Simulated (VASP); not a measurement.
# SiSn3Pb2 (R-3m) in VASP: notebook

SiSn3Pb2 is run at these levels: PBE; tasks: single point.

Everything below comes from runs of VASP 6.6.1. Logs are shortened: lines on timing, memory, paths and dates and some standing lists are left out, and cuts for length are marked.

**1. The cell of the first run**

Symmetry: R-3m, No. 166, trigonal system. The conventional cell has a = 6.265 Å, b = 6.265 Å, c = 15.582 Å, α = 90.00°, β = 90.00°, γ = 120.00°. Within 4.2 Å of Si (site symmetry -3m) lie 6 Sn at 3.16 Å and 6 Pb at 3.68 Å. Within 4.1 Å of Sn (site symmetry 2/m) lie 4 Sn at 3.13 Å and 2 Si at 3.16 Å and 6 Pb at 3.67 to 3.75 Å. Within 4.8 Å of Pb (site symmetry 3m) lie 9 Sn at 3.67 to 3.75 Å and 3 Si at 3.68 Å and 4 Pb at 3.82 to 3.87 Å.

The cell was built from a structure type or drawn by symmetry, and may not be a known phase.

**2. Single point, PBE**

File INCAR:

```
  PREC = Accurate
  ENCUT = 520
  EDIFF = 1E-6
  ISMEAR = 0
  SIGMA = 0.1
  LREAL = False
  LASPH = True
  NELM = 100
  ALGO = Fast
  ISIF = 2
  LWAVE = False
  LCHARG = False
  GGA = PE
  NBANDS = 46
```

File KPOINTS:

```
regular mesh
0
Gamma
  3 3 3
```

File POSCAR:

```
SiSn3Pb2
1.0
    3.1326231400      1.8086208100      5.1939195200
   -3.1326231400      1.8086208100      5.1939195200
    0.0000000000     -3.6172416300      5.1939195200
Si Sn Pb
1 3 2
Direct
    0.5000000000      0.5000000000      0.5000000000
    0.0000000000      0.5000000000      0.5000000000
    0.5000000000      0.0000000000      0.5000000000
    0.5000000000      0.5000000000      0.0000000000
    0.8774220300      0.8774220300      0.8774220300
    0.1225779700      0.1225779700      0.1225779700
```

Potentials or basis: VASP PAW PBE potentials, release 64 (Si, Sn_d, Pb_d).

Started as:

```bash
$ cat potpaw_PBE.64/Si/POTCAR potpaw_PBE.64/Sn_d/POTCAR potpaw_PBE.64/Pb_d/POTCAR > POTCAR
$ mpirun -np 1 vasp_std > vasp.out
```

OUTCAR:

```text
PREC = Accurate
   ENCUT = 520
   EDIFF = 1E-6
   ISMEAR = 0
   LREAL = False
   LASPH = True
   NELM = 100
   ISIF = 2
   GGA = PE

 ion  position               nearest neighbor table
   1  0.500  0.500  0.500-   2 3.16   3 3.16   3 3.16   2 3.16   4 3.16   4 3.16
   2  0.000  0.500  0.500-   3 3.13   3 3.13   4 3.13   4 3.13   1 3.16   1 3.16   5 3.67   6 3.67
                             5 3.67   6 3.67   6 3.75   5 3.75
   3  0.500  0.000  0.500-   2 3.13   2 3.13   4 3.13   4 3.13   1 3.16   1 3.16   6 3.67   5 3.67
                             5 3.67   6 3.67   6 3.75   5 3.75
   4  0.500  0.500  0.000-   2 3.13   3 3.13   3 3.13   2 3.13   1 3.16   1 3.16   6 3.67   5 3.67
                             6 3.67   5 3.67   6 3.75   5 3.75
   5  0.877  0.877  0.877-   3 3.67   2 3.67   4 3.67   4 3.67   2 3.67   3 3.67   4 3.75   3 3.75
                             2 3.75   6 3.82   6 3.87   6 3.87   6 3.87
   6  0.123  0.123  0.123-   2 3.67   3 3.67   4 3.67   4 3.67   2 3.67   3 3.67   4 3.75   3 3.75
                             2 3.75   5 3.82   5 3.87   5 3.87   5 3.87

  LATTYP: Found a trigonal (rhomboedric) cell.
 ALAT       =     6.3293946750
 COS(alpha) =     0.5100836379

  Lattice vectors:

 A1 = (   3.1326231400,   1.8086208100,   5.1939195200)
 A2 = (  -3.1326231400,   1.8086208100,   5.1939195200)
 A3 = (   0.0000000000,  -3.6172416300,   5.1939195200)

Analysis of symmetry for initial positions (statically):
=====================================================================
 Subroutine PRICEL returns:
 Original cell was already a primitive cell.

 Routine SETGRP: Setting up the symmetry group for a
 trigonal (rhombohedral) supercell.

 Subroutine GETGRP returns: Found 12 space group operations
 (whereof 12 operations were pure point group operations)
 out of a pool of 12 trial point group operations.

The static configuration has the point symmetry D_3d.

Analysis of symmetry for dynamics (positions and initial velocities):
=====================================================================
 Subroutine PRICEL returns:
 Original cell was already a primitive cell.

 Routine SETGRP: Setting up the symmetry group for a
 trigonal (rhombohedral) supercell.

 Subroutine GETGRP returns: Found 12 space group operations
 (whereof 12 operations were pure point group operations)
 out of a pool of 12 trial point group operations.

The dynamic configuration has the point symmetry D_3d.

 Subroutine INISYM returns: Found 12 space group operations
[... 89 lines left out ...]
   NSW    =      0    number of steps for IOM
   IBRION =     -1    ionic relax: 0-MD 1-quasi-New 2-CG
   NFREE  =      0    steps in history (QN), initial steepest desc. (CG)
   ISIF   =      2    stress and relaxation
   ISYM   =      2    0-nonsym 1-usesym 2-fastsym
   POTIM  = 0.5000    time-step for ionic-motion
   TEBEG  =    0.0;   TEEND  =   0.0 temperature during run
   PSTRESS=    0.0 pullay stress
   NELECT =      74.0000    total number of electrons
   NUPDOWN=      -1.0000    fix difference up-down
   EMIN   =  10.00;   EMAX   =-10.00  energy-range for DOS
   EFERMI =   0.00;   METHOD = LEGACY
   ISMEAR =     0;   SIGMA  =   0.10  broadening in eV -4-tet -1-fermi 0-gaus
   EFERMI_NEDOS =   21; number of points for ismear=-14 and -15
   IALGO  =     68    algorithm
   IMIX   =      4    mixing-type and parameters
     AMIX     =   0.40;   BMIX     =  1.00
     AMIX_MAG =   1.60;   BMIX_MAG =  1.00
  volume/ion in A,a.u.               =      29.43       198.59
  Fermi-wavevector in a.u.,A,eV,Ry     =   1.225137  2.315173 20.421813  1.500961
  Thomas-Fermi vector in A             =   2.360186
   LORBIT       =      0    0 simple, 1 ext, 2 COOP (PROOUT), +10 PAW based schemes
   GGA     = PE    functional components
   LHFCALC =     F    Hartree Fock is set to
   AEXX    =    0.0000 exact exchange contribution
   IVDW    =     0    specifies the selected vdW correction
   LEPSILON=     F    determine dielectric tensor
   LRPA    =     F    only Hartree local field effects (RPA)
 non-spin polarized calculation
 RMM-DIIS sequential band-by-band and
 Gauss-broadening in eV      SIGMA  =   0.10
  energy-cutoff  :      520.00
  volume of cell :      176.56
 maximum number of plane-waves:      4771
   NGX = 23   NGY = 23   NGZ = 23

 number of electron      74.0000016 magnetization

 Free energy of the ion-electron system (eV)
  ---------------------------------------------------
  ext. energy  EPLUGINS =         0.00000000
  ---------------------------------------------------
  free energy    TOTEN  =       -23.01883059 eV

  energy without entropy =      -22.99513652  energy(sigma->0) =      -23.00698355

 E-fermi :   6.4104     XC(G=0):  -9.8353

 val. band max:        6.3552252984   @ k =  -0.3333   0.3333   0.3333
 cond. band min:       6.9214255113   @ k =   0.3333   0.3333   0.3333
 fundamental gap:      0.5662002129
 Fermi energy:         6.4104231336

 k-point     1 :       0.0000    0.0000    0.0000
  band No.  band energies     occupation
      1     -14.8556      2.00000
      2     -14.8138      2.00000
      3     -14.8138      2.00000
      4     -14.7453      2.00000
      5     -14.6917      2.00000
      6     -14.6846      2.00000
[... 283 lines left out ...]
     45       9.7481      0.00000
     46       9.8710      0.00000

------------------------ aborting loop because EDIFF is reached ----------------------------------------

  FORCE on cell =-STRESS in cart. coord.  units (eV):
  Direction    XX          YY          ZZ          XY          YZ          ZX
  --------------------------------------------------------------------------------------
  -------------------------------------------------------------------------------------
  Total       -0.8013349     -0.8013349     -5.5677047      0.0000000      0.0000000     -0.0000000
  in kB       -7.2714746     -7.2714746    -50.5224766      0.0000000      0.0000000     -0.0000000
  external PRESSURE =     -21.6884753 kB  Pullay stress =       0.0000000 kB

 VOLUME and BASIS-vectors are now :
 -----------------------------------------------------------------------------
  energy-cutoff  :      520.00
  volume of cell :      176.56
      direct lattice vectors                 reciprocal lattice vectors
     3.132623140  1.808620810  5.193919520     0.159610645  0.092151249  0.064177609
    -3.132623140  1.808620810  5.193919520    -0.159610645  0.092151249  0.064177609
     0.000000000 -3.617241630  5.193919520     0.000000000 -0.184302498  0.064177608

 POSITION                                       TOTAL-FORCE (eV/Angst)
 -----------------------------------------------------------------------------------
      0.00000     -0.00000      7.79088        -0.000000     -0.000000      0.000000
     -1.56631     -0.90431      5.19392         0.000000     -0.000000      0.000000
      1.56631     -0.90431      5.19392         0.000000     -0.000000      0.000000
      0.00000      1.80862      5.19392        -0.000000     -0.000000      0.000000
      0.00000     -0.00000     13.67178        -0.000000      0.000000     -0.036937
      0.00000     -0.00000      1.90998        -0.000000     -0.000000      0.036937
 -----------------------------------------------------------------------------------
    total drift:                               -0.000000      0.000000     -0.000000

  FREE ENERGIE OF THE ION-ELECTRON SYSTEM (eV)
  ---------------------------------------------------
  free  energy   TOTEN  =       -23.0188305895 eV

  energy  without entropy=      -22.9951365176  energy(sigma->0) =      -23.00698355
```

stdout:

```text
POSCAR found type information on POSCAR SiSnPb
 POSCAR found :  3 types and       6 ions
 scaLAPACK will be used
 LDA part: xc-table for (Slater+PW92), standard interpolation
 POSCAR, INCAR and KPOINTS ok, starting setup
 FFT: planning ... GRIDC
 FFT: planning ... GRID_SOFT
 FFT: planning ... GRID
 WAVECAR not read
 entering main loop
```

Wall time 78 s (1 thread of AMD EPYC 7R43 (Zen 3), shared host); peak memory 0.31 GiB.

What came out:

```yaml
Free_energy: -23.0188 eV
Pressure: -2.2 GPa
Largest_force: 0.037 eV/Å
Band_gap_on_the_k_mesh: zero (bands 37 and 38 overlap by 0.76 eV)
```

Forces on the atoms (eV/Å):
```
Si   0.000  0.000  0.000
Sn   0.000  0.000  0.000
Sn   0.000  0.000  0.000
Sn   0.000  0.000  0.000
Pb   0.000  0.000 -0.037
Pb   0.000  0.000  0.037
```

Levels at points of the mesh, in eV from the Fermi level:
```tsv
k point	band 34	band 35	band 36	band 37	band 38	band 39	band 40	band 41
(0.00, 0.00, 0.00)	-2.95	-2.95	-0.89	-0.89	-0.82	-0.67	-0.67	3.38
```

Caveat: the k points lie up to 0.41 Å⁻¹ apart, too coarse for converged energies and pressures of a metal; spin-orbit coupling is left out, which moves the levels of the heavy elements.

**3. Single point, PBE**

This run uses another cell than the first one, of 27.84 Å³/atom.

File INCAR:

```
SYSTEM = SiSn3Pb2
PREC     = Accurate       ! precision mode
ENCUT    = 520            ! plane-wave cutoff, eV
EDIFF    = 1E-7           ! SCF threshold, eV
ISMEAR   = 0              ! smearing method
SIGMA    = 0.1            ! smearing width, eV
LREAL    = .FALSE.        ! projectors in reciprocal space
LASPH    = .TRUE.         ! aspherical terms in the spheres
NELM     = 100            ! most SCF steps
ALGO     = Fast           ! electronic algorithm
ISIF     = 2              ! what is computed and relaxed
LWAVE    = .FALSE.        ! write WAVECAR
LCHARG   = .TRUE.         ! write CHGCAR
GGA      = PE             ! functional
LELF     = .TRUE.         ! ELF
LVHAR    = .TRUE.       
NBANDS   = 46             ! bands
```

File KPOINTS:

```
Automatic mesh
0
G
  6 6 6
  0 0 0
```

File POSCAR:

```
SiSn3Pb2
1.0
    3.2524350704      1.8777942620      4.5586126152
   -3.2524350704      1.8777942620      4.5586126152
    0.0000000000     -3.7555885283      4.5586126134
Si Sn Pb
1 3 2
Direct
    0.5000000000      0.5000000000      0.5000000000
    0.0000000000      0.5000000000      0.5000000000
    0.5000000000      0.0000000000      0.5000000000
    0.5000000000      0.5000000000      0.0000000000
    0.8759058665      0.8759058665      0.8759058665
    0.1240941335      0.1240941335      0.1240941335
```

Potentials or basis: VASP PAW PBE potentials, release 64 (Si, Sn_d, Pb_d).

Started as:

```bash
$ cat potpaw_PBE.64/Si/POTCAR potpaw_PBE.64/Sn_d/POTCAR potpaw_PBE.64/Pb_d/POTCAR > POTCAR
$ mpirun -np 1 vasp_std > vasp.out
```

OUTCAR:

```text
SYSTEM = SiSn3Pb2
   PREC = Accurate
   ENCUT = 520
   EDIFF = 1E-7
   ISMEAR = 0
   LREAL = .FALSE.
   LASPH = .TRUE.
   NELM = 100
   ISIF = 2
   GGA = PE

 ion  position               nearest neighbor table
   1  0.500  0.500  0.500-   4 2.95   4 2.95   2 2.95   3 2.95   3 2.95   2 2.95
   2  0.000  0.500  0.500-   1 2.95   1 2.95   3 3.25   3 3.25   4 3.25   4 3.25   6 3.42   5 3.42
                             6 3.67   5 3.67   5 3.67   6 3.67
   3  0.500  0.000  0.500-   1 2.95   1 2.95   2 3.25   2 3.25   4 3.25   4 3.25   6 3.42   5 3.42
                             6 3.67   5 3.67   6 3.67   5 3.67
   4  0.500  0.500  0.000-   1 2.95   1 2.95   2 3.25   3 3.25   3 3.25   2 3.25   6 3.42   5 3.42
                             6 3.67   5 3.67   6 3.67   5 3.67
   5  0.876  0.876  0.876-   6 3.39   3 3.42   2 3.42   4 3.42   4 3.67   4 3.67   2 3.67   3 3.67
                             2 3.67   3 3.67   6 3.93   6 3.93   6 3.93
   6  0.124  0.124  0.124-   5 3.39   3 3.42   2 3.42   4 3.42   4 3.67   4 3.67   2 3.67   3 3.67
                             3 3.67   2 3.67   5 3.93   5 3.93   5 3.93

  LATTYP: Found a trigonal (rhomboedric) cell.
 ALAT       =     5.9063858791
 COS(alpha) =     0.3935379465

  Lattice vectors:

 A1 = (   3.2524350704,   1.8777942620,   4.5586126152)
 A2 = (  -3.2524350704,   1.8777942620,   4.5586126152)
[... 195 lines left out ...]
      1     -14.2924      2.00000
      2     -14.2685      2.00000
      3     -14.2685      2.00000
      4     -14.2269      2.00000
      5     -14.1862      2.00000
      6     -14.1745      2.00000
[... 1165 lines left out ...]
     45      10.2684      0.00000
     46      11.0028      0.00000

 [... further k-points ...]

------------------------ aborting loop because EDIFF is reached ----------------------------------------

  FORCE on cell =-STRESS in cart. coord.  units (eV):
  Direction    XX          YY          ZZ          XY          YZ          ZX
  --------------------------------------------------------------------------------------
  -------------------------------------------------------------------------------------
  Total       -0.1055457     -0.1055457     -0.0499489      0.0000000     -0.0000000     -0.0000000
  in kB       -1.0123028     -1.0123028     -0.4790665      0.0000000     -0.0000000     -0.0000000
  external PRESSURE =      -0.8345574 kB  Pullay stress =       0.0000000 kB

 VOLUME and BASIS-vectors are now :
 -----------------------------------------------------------------------------
  energy-cutoff  :      520.00
  volume of cell :      167.05
      direct lattice vectors                 reciprocal lattice vectors
     3.252435070  1.877794262  4.558612615     0.153730971  0.088756617  0.073121663
    -3.252435070  1.877794262  4.558612615    -0.153730971  0.088756617  0.073121663
     0.000000000 -3.755588528  4.558612613     0.000000000 -0.177513234  0.073121663

 POSITION                                       TOTAL-FORCE (eV/Angst)
 -----------------------------------------------------------------------------------
      0.00000     -0.00000      6.83792        -0.000000      0.000000     -0.000000
     -1.62622     -0.93890      4.55861        -0.000000      0.000000     -0.000000
      1.62622     -0.93890      4.55861         0.000000      0.000000     -0.000000
      0.00000      1.87779      4.55861         0.000000      0.000000     -0.000000
      0.00000     -0.00000     11.97875        -0.000000      0.000000     -0.000132
      0.00000     -0.00000      1.69709        -0.000000     -0.000000      0.000132
 -----------------------------------------------------------------------------------
    total drift:                               -0.000000      0.000000      0.000000

  FREE ENERGIE OF THE ION-ELECTRON SYSTEM (eV)
  ---------------------------------------------------
  free  energy   TOTEN  =       -22.7381557627 eV

  energy  without entropy=      -22.7220810613  energy(sigma->0) =      -22.73011841
```

OSZICAR:

```text
N       E                     dE             d eps       ncg     rms          rms(c)
DAV:   1     0.860744634895E+03    0.86074E+03   -0.35596E+04  3010   0.222E+03
DAV:   2     0.110954934860E+03   -0.74979E+03   -0.73584E+03  2944   0.628E+02
DAV:   3    -0.153662749716E+02   -0.12632E+03   -0.12358E+03  3360   0.239E+02
DAV:   4    -0.227465120868E+02   -0.73802E+01   -0.73122E+01  3464   0.621E+01
DAV:   5    -0.230105675414E+02   -0.26406E+00   -0.26379E+00  4074   0.124E+01    0.332E+00
RMM:   6    -0.227570850899E+02    0.25348E+00   -0.40844E-01  3502   0.386E+00    0.181E+00
RMM:   7    -0.227396472301E+02    0.17438E-01   -0.13092E-01  3892   0.200E+00    0.823E-01
RMM:   8    -0.227371723403E+02    0.24749E-02   -0.37586E-02  4383   0.145E+00    0.134E-01
RMM:   9    -0.227379149846E+02   -0.74264E-03   -0.11030E-02  4690   0.583E-01    0.833E-02
RMM:  10    -0.227380644925E+02   -0.14951E-03   -0.24165E-03  4923   0.296E-01    0.541E-02
RMM:  11    -0.227381338605E+02   -0.69368E-04   -0.69951E-04  4444   0.151E-01    0.140E-02
RMM:  12    -0.227381494032E+02   -0.15543E-04   -0.30913E-04  4690   0.803E-02    0.656E-03
RMM:  13    -0.227381542124E+02   -0.48093E-05   -0.77273E-05  4982   0.374E-02    0.450E-03
RMM:  14    -0.227381564105E+02   -0.21981E-05   -0.31123E-05  4605   0.165E-02    0.453E-03
RMM:  15    -0.227381553900E+02    0.10204E-05   -0.76240E-06  3670   0.130E-02    0.121E-03
RMM:  16    -0.227381555466E+02   -0.15659E-06   -0.43253E-06  3256   0.613E-03    0.257E-04
RMM:  17    -0.227381557614E+02   -0.21477E-06   -0.10648E-06  2741   0.419E-03    0.292E-04
RMM:  18    -0.227381557627E+02   -0.12933E-08   -0.56080E-07  2502   0.267E-03
   1 F= -.22738156E+02 E0= -.22730118E+02  d E =-.160747E-01
```

stdout:

```text
POSCAR found type information on POSCAR SiSnPb
 POSCAR found :  3 types and       6 ions
 scaLAPACK will be used
 LDA part: xc-table for (Slater+PW92), standard interpolation
 POSCAR, INCAR and KPOINTS ok, starting setup
 FFT: planning ... GRIDC
 FFT: planning ... GRID_SOFT
 FFT: planning ... GRID
 WAVECAR not read
 entering main loop
```

Wall time 9 min (1 thread of AMD EPYC 7R43 (Zen 3), shared host); peak memory 0.41 GiB.

What came out:

```yaml
Free_energy: -22.7382 eV
Pressure: -0.1 GPa
Band_gap_on_the_k_mesh: zero (bands 37 and 38 overlap by 1.81 eV)
```

Caveat: spin-orbit coupling is left out, which moves the levels of the heavy elements.
